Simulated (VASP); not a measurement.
# Pb (Fm-3m) in VASP: further runs

Pb is run at these levels: HSE06; tasks: single point.

Program: VASP 6.6.1. These are calculated values, not measurements. Logs are shortened: lines on timing, memory, paths and dates and some standing lists are left out, and cuts for length are marked.

## 1. The cell of the first run

The structure is cubic, space group Fm-3m (No. 225). Conventional cell: a = 4.996 Å, b = 4.996 Å, c = 4.996 Å, α = 90.00°, β = 90.00°, γ = 90.00°. Pb (site symmetry m-3m) has 12 Pb at 3.53 Å within 4.6 Å.

## 2. Single point, HSE06

POSCAR

```
Pb
1.0
    0.0000000000      2.4981202968      2.4981202968
    2.4981202968      0.0000000000      2.4981202968
    2.4981202968      2.4981202968      0.0000000000
Pb
1
Direct
    0.0000000000      0.0000000000      0.0000000000
```

INCAR.step1

```
SYSTEM = Pb
PREC = Accurate
ENCUT = 520
EDIFF = 1E-5
ISMEAR = -1
SIGMA = 0.1
LREAL = .False.
LASPH = .True.
NELM = 80
ALGO = Normal
ISIF = 2
LWAVE = .True.
LCHARG = .False.
GGA = PE
NBANDS = 13
```

INCAR.step2

```
SYSTEM = Pb
PREC = Accurate
ENCUT = 520
EDIFF = 1E-6
ISMEAR = -1
SIGMA = 0.1
LREAL = .False.
LASPH = .True.
NELM = 80
ALGO = Normal
ISIF = 2
LWAVE = .False.
LCHARG = .False.
GGA = PE
LHFCALC = .True.
HFSCREEN = 0.2079
PRECFOCK = Normal
ISTART = 1
NBANDS = 13
```

KPOINTS

```
Automatic mesh
0
Gamma
  6 6 6
  0 0 0
```

Potentials or basis: VASP PAW PBE potentials, release 64 (Pb_d).

Command:

```
$ cat potpaw_PBE.64/Pb_d/POTCAR > POTCAR
$ cp INCAR.step1 INCAR
$ mpirun -np 1 vasp_std > vasp.out
$ cp INCAR.step2 INCAR
$ mpirun -np 1 vasp_std > vasp.out
```

OUTCAR:

```text
SYSTEM = Pb
   PREC = Accurate
   ENCUT = 520
   EDIFF = 1E-6
   ISMEAR = -1
   LREAL = .False.
   LASPH = .True.
   NELM = 80
   ISIF = 2
   GGA = PE
   LHFCALC = .True.
   HFSCREEN = 0.2079
   PRECFOCK = Normal
   ISTART = 1

 ion  position               nearest neighbor table
   1  0.000  0.000  0.000-

  LATTYP: Found a face centered cubic cell.
 ALAT       =     4.9962405936

  Lattice vectors:

 A1 = (   0.0000000000,   2.4981202968,   2.4981202968)
 A2 = (   2.4981202968,   0.0000000000,   2.4981202968)
 A3 = (   2.4981202968,   2.4981202968,   0.0000000000)

Analysis of symmetry for initial positions (statically):
=====================================================================
 Subroutine PRICEL returns:
 Original cell was already a primitive cell.

 Routine SETGRP: Setting up the symmetry group for a
 face centered cubic supercell.

 Subroutine GETGRP returns: Found 48 space group operations
 (whereof 48 operations were pure point group operations)
 out of a pool of 48 trial point group operations.

The static configuration has the point symmetry O_h .

Analysis of symmetry for dynamics (positions and initial velocities):
=====================================================================
 Subroutine PRICEL returns:
 Original cell was already a primitive cell.

 Routine SETGRP: Setting up the symmetry group for a
 face centered cubic supercell.

 Subroutine GETGRP returns: Found 48 space group operations
 (whereof 48 operations were pure point group operations)
 out of a pool of 48 trial point group operations.

The dynamic configuration has the point symmetry O_h .

 Subroutine INISYM returns: Found 48 space group operations
 (whereof 48 operations are pure point group operations),
 and found     1 'primitive' translations

----------------------------------------------------------------------------------------

                                     Primitive cell

  volume of cell :      31.1796

  direct lattice vectors                    reciprocal lattice vectors
     0.000000000  2.498120297  2.498120297    -0.200150489  0.200150489  0.200150489
     2.498120297  0.000000000  2.498120297     0.200150489 -0.200150489  0.200150489
     2.498120297  2.498120297  0.000000000     0.200150489  0.200150489 -0.200150489

  length of vectors
     3.532875604  3.532875604  3.532875604     0.346670817  0.346670817  0.346670817

[... 84 lines left out ...]
   ISMEAR =    -1;   SIGMA  =   0.10  broadening in eV -4-tet -1-fermi 0-gaus
   EFERMI_NEDOS =   21; number of points for ismear=-14 and -15
   IALGO  =     38    algorithm
   IMIX   =      1    mixing-type and parameters
     AMIX     =   0.40;   BMIX     =  1.00
     AMIX_MAG =   1.60;   BMIX_MAG =  1.00
  volume/ion in A,a.u.               =      31.18       210.41
  Fermi-wavevector in a.u.,A,eV,Ry     =   1.253605  2.368971 21.381914  1.571526
  Thomas-Fermi vector in A             =   2.387450
   LORBIT       =      0    0 simple, 1 ext, 2 COOP (PROOUT), +10 PAW based schemes
   GGA     = PE    functional components
   LHFCALC =     T    Hartree Fock is set to
   PRECFOCK=normal    Normal, Fast or Accurate (Low or Medium for compatibility)
   ENCUT4O =  -1.0   cutoff for four orbital integrals eV
   NKREDX  =     1    reduce k-point grid by
   NKREDY  =     1    reduce k-point grid by
   NKREDZ  =     1    reduce k-point grid by
   AEXX    =    0.2500 exact exchange contribution
   HFSCREEN=    0.2079 screening length (either q_TF or 0.3 A-1)
   HFSCREENC=   0.2079 screening length for correlation (either q_TF or 0.3 A-1)
   ENCUTFOCK=  -1.0 apply spherical cutoff to Coloumb kernel
   IVDW    =     0    specifies the selected vdW correction
   LEPSILON=     F    determine dielectric tensor
   LRPA    =     F    only Hartree local field effects (RPA)
 non-spin polarized calculation
  energy-cutoff  :      520.00
  volume of cell :       31.18
 maximum number of plane-waves:       869
 NGX is ok and might be reduce to    28
  NGX = 20; NGY = 20; NGZ = 20

 number of electron      14.0000001 magnetization

 Free energy of the ion-electron system (eV)
  ---------------------------------------------------
  ext. energy  EPLUGINS =         0.00000000
  ---------------------------------------------------
  free energy    TOTEN  =        -3.99003941 eV

  energy without entropy =       -3.95754292  energy(sigma->0) =       -3.97379117

 E-fermi :   7.0660     XC(G=0):  -8.3346

 val. band max:        6.8998063469   @ k =  -0.3333   0.3333   0.1667
 cond. band min:       7.1379036245   @ k =   0.3333   0.1667   0.0000
 fundamental gap:      0.2380972776
 Fermi energy:         7.0660259674

 k-point     1 :       0.0000    0.0000    0.0000
  band No.  band energies     occupation
      1     -12.0615      2.00000
      2     -12.0615      2.00000
      3     -12.0615      2.00000
      4     -11.9285      2.00000
      5     -11.9285      2.00000
      6      -5.9730      2.00000
      7      14.8610      0.00000
      8      14.8610      0.00000
      9      14.8610      0.00000
     10      17.3598      0.00000
     11      18.6696      0.00000
     12      19.9070      0.00000
     13      19.9070      0.00000
[... 226 lines left out ...]
  band No.  band energies     occupation
      1     -12.1157      2.00000
      2     -12.0774      2.00000
      3     -11.8887      2.00000
      4     -11.8587      2.00000
      5     -11.7655      2.00000
      6      -0.3465      2.00000
      7       4.2524      2.00000
      8       6.8457      1.80111
      9       7.6092      0.00871
     10      16.1953      0.00000
     11      17.1158      0.00000
     12      22.4465      0.00000
     13      22.7564      0.00000

------------------------ aborting loop because EDIFF is reached ----------------------------------------

  FORCE on cell =-STRESS in cart. coord.  units (eV):
  Direction    XX          YY          ZZ          XY          YZ          ZX
  --------------------------------------------------------------------------------------
  -------------------------------------------------------------------------------------
  Total        0.1540260      0.1540260      0.1540260      0.0000000     -0.0000000      0.0000000
  in kB        7.9147019      7.9147019      7.9147019      0.0000000     -0.0000000      0.0000000
  external PRESSURE =       7.9147019 kB  Pullay stress =       0.0000000 kB

 VOLUME and BASIS-vectors are now :
 -----------------------------------------------------------------------------
  energy-cutoff  :      520.00
  volume of cell :       31.18
      direct lattice vectors                 reciprocal lattice vectors
     0.000000000  2.498120297  2.498120297    -0.200150489  0.200150489  0.200150489
     2.498120297  0.000000000  2.498120297     0.200150489 -0.200150489  0.200150489
     2.498120297  2.498120297  0.000000000     0.200150489  0.200150489 -0.200150489

 POSITION                                       TOTAL-FORCE (eV/Angst)
 -----------------------------------------------------------------------------------
      0.00000      0.00000      0.00000        -0.000000     -0.000000     -0.000000
 -----------------------------------------------------------------------------------
    total drift:                                0.000001      0.000004      0.000003

  FREE ENERGIE OF THE ION-ELECTRON SYSTEM (eV)
  ---------------------------------------------------
  free  energy   TOTEN  =        -3.9900394106 eV

  energy  without entropy=       -3.9575429238  energy(sigma->0) =       -3.97379117
```

OSZICAR.step1:

```text
N       E                     dE             d eps       ncg     rms          rms(c)
DAV:   1     0.107953801461E+03    0.10795E+03   -0.71527E+03   421   0.126E+03
DAV:   2     0.194377315404E+01   -0.10601E+03   -0.10265E+03   431   0.308E+02
DAV:   3    -0.338100091605E+01   -0.53248E+01   -0.53025E+01   532   0.756E+01
DAV:   4    -0.348767432210E+01   -0.10667E+00   -0.10666E+00   491   0.115E+01
DAV:   5    -0.349303348062E+01   -0.53592E-02   -0.53591E-02   593   0.242E+00    0.502E-01
DAV:   6    -0.348554316025E+01    0.74903E-02   -0.11175E-02   529   0.183E+00    0.252E-01
DAV:   7    -0.348389521622E+01    0.16479E-02   -0.48498E-03   546   0.113E+00    0.850E-02
DAV:   8    -0.348388747728E+01    0.77389E-05   -0.36909E-04   519   0.304E-01    0.966E-03
DAV:   9    -0.348388475056E+01    0.27267E-05   -0.65386E-06   348   0.472E-02
   1 F= -.34838848E+01 E0= -.34649727E+01  d E =-.378241E-01
```

Wall time 19 min (1 thread of Intel Xeon Platinum 8375C at 2.90GHz (Ice Lake), shared host); peak memory 0.27 GiB.

Results:

```
Free energy            : -3.9900 eV
Pressure               : 0.8 GPa
Band gap on the k mesh : zero (band 7 reaches 14.86 eV, above the bottom of band 8 at 5.20 eV)
```

Caveat: the k points lie up to 0.36 Å⁻¹ apart; the PAW data sets were made with another functional, which shifts forces and pressure a little; spin-orbit coupling is left out, which moves the levels of the heavy elements.

## 3. Single point, HSE06

POSCAR is that of step 2.

INCAR.step1

```
PREC = Accurate
ENCUT = 520
EDIFF = 1E-5
ISMEAR = -1
SIGMA = 0.1
LREAL = False
LASPH = True
NELM = 100
ALGO = Normal
ISIF = 2
LWAVE = True
LCHARG = False
NBANDS = 13
GGA = PE
```

INCAR.step2

```
PREC = Accurate
ENCUT = 520
EDIFF = 1E-6
ISMEAR = -1
SIGMA = 0.1
LREAL = False
LASPH = True
NELM = 100
ALGO = Normal
ISIF = 2
LWAVE = False
LCHARG = False
GGA = PE
LHFCALC = True
HFSCREEN = 0.2079
PRECFOCK = Normal
NBANDS = 13
ISTART = 1
```

KPOINTS

```
regular mesh
0
Gamma
  6 6 6
```

Potentials or basis: VASP PAW PBE potentials, release 64 (Pb_d).

Command:

```
$ cat potpaw_PBE.64/Pb_d/POTCAR > POTCAR
$ cp INCAR.step1 INCAR
$ mpirun -np 1 vasp_std > vasp.out
$ cp INCAR.step2 INCAR
$ mpirun -np 1 vasp_std > vasp.out
```

It took 29 min on 1 thread of Intel Xeon Platinum 8375C at 2.90GHz (Ice Lake), shared host; peak memory 0.27 GiB.

The run converged. Its results:

```yaml
Free_energy: -3.9900 eV
Pressure: 0.8 GPa
Band_gap_on_the_k_mesh: zero (band 7 reaches 14.86 eV, above the bottom of band 8 at 5.20 eV)
```

Levels at points of the mesh, in eV from the Fermi level:
| k point | band 4 | band 5 | band 6 | band 7 | band 8 | band 9 | band 10 | band 11 |
| --- | --- | --- | --- | --- | --- | --- | --- | --- |
| (0.00, 0.00, 0.00) | -18.99 | -18.99 | -13.04 | 7.79 | 7.79 | 7.79 | 10.29 | 11.60 |
| (0.50, 0.00, 0.00) | -18.86 | -18.86 | -9.06 | -4.78 | 5.88 | 5.88 | 9.70 | 9.71 |
| (0.50, 0.50, 0.00) | -18.83 | -18.83 | -7.50 | -3.79 | 2.16 | 2.16 | 5.53 | 6.80 |

Caveat: the k points lie up to 0.36 Å⁻¹ apart; the PAW data sets were made with another functional, which shifts forces and pressure a little; spin-orbit coupling is left out, which moves the levels of the heavy elements.
